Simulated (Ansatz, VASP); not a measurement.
TiAl: VASP beside Ansatz

```
CELL_PARAMETERS angstrom
3.08374 0.00000 0.00000
-1.54187 2.67060 0.00000
0.00000 0.00000 4.63387
ATOMIC_POSITIONS crystal
Ti 0.00000 0.00000 0.00000
Al 0.33333 0.66667 0.50000
```

Change from the starting cell: strain +0.0750 x Voigt [1, 1, 0, 0, 0, 0], atoms carried along.

Alike in both runs: task single point; functional r2SCAN; k mesh 24 × 24 × 14; occupations gaussian, width 0.15 eV; no spin polarisation.

```csv
,VASP,Ansatz
version,VASP 6.6.1,Ansatz 0.2.0
potentials or method,"VASP PAW PBE potentials, release 64 (Ti_sv, Al), cutoff 520 eV","scalar-relativistic, plane waves, PAW"
valence electrons in the cell,15,15
```

|  | VASP | Ansatz | Ansatz less VASP |
| --- | --- | --- | --- |
| gap on the k mesh at the Fermi level (eV) | none | none | - |
| pressure (GPa) | -11.7 | -11.7 | -0.05 |
| traceless stress, the component that is largest in VASP (GPa) | 3.24 | 3.27 | +0.033 |

VASP's potentials were made for PBE, not for r2SCAN. A gap of «none» marks a metal or a gap that the smearing closes.
